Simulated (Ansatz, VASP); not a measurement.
## KF: VASP beside Ansatz

```
CELL_PARAMETERS angstrom
-0.08350 2.58131 2.58131
2.58131 -0.08350 2.58131
2.58131 2.58131 -0.08350
ATOMIC_POSITIONS crystal
K 0.00000 0.00000 0.00000
F 0.50000 0.50000 0.50000
```

Alike in both runs: task single point; functional LDA; k mesh 8 × 8 × 8; occupations gaussian, width 0.05 eV; no spin polarisation.

|  | VASP | Ansatz |
| --- | --- | --- |
| version | VASP 6.6.1 | Ansatz 0.2.0 |
| potentials or method | VASP PAW LDA potentials, release 64 (K_sv, F), cutoff 520 eV | scalar-relativistic, plane waves, PAW |
| valence electrons in the cell | 16 | 16 |

VASP gave:

* gap on the k mesh at the Fermi level (eV): 6.05
* least direct gap on the mesh (eV): 6.05
* pressure (GPa): -1.7
* traceless stress, the component that is largest in VASP (GPa): 0.41

Estimate Ansatz's values.

gap on the k mesh at the Fermi level (eV): 6.06; least direct gap on the mesh (eV): 6.06; pressure (GPa): -1.9; traceless stress, the component that is largest in VASP (GPa): 0.42.

LDA's correlation is that of Perdew and Zunger in VASP and of Perdew and Wang (1992) in Ansatz.
